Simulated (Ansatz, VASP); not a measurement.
## InP: VASP beside Ansatz

```
In P
1.0
     0.00000    2.93529    2.93529
     2.93529    0.00000    2.93529
     2.93529    2.93529    0.00000
In P
1 1
Direct
  0.00000 0.00000 0.00000
  0.75000 0.75000 0.75000
```

Alike in both runs: task single point; functional revPBE; dispersion D4; k mesh 8 × 8 × 8; occupations gaussian, width 0.05 eV; no spin polarisation.

|  | VASP | Ansatz |
| --- | --- | --- |
| version | VASP 6.6.1 | Ansatz 0.2.0 |
| potentials or method | VASP PAW PBE potentials, release 64 (In_d, P), cutoff 520 eV | scalar-relativistic, plane waves, PAW |
| valence electrons in the cell | 18 | 18 |

```csv
,VASP,Ansatz,Ansatz less VASP
gap on the k mesh at the Fermi level (eV),0.78,0.79,+0.006
least direct gap on the mesh (eV),0.78,0.79,+0.006
pressure (GPa),0.3,0.4,+0.06
```

VASP's potentials were made for PBE, not for revPBE.
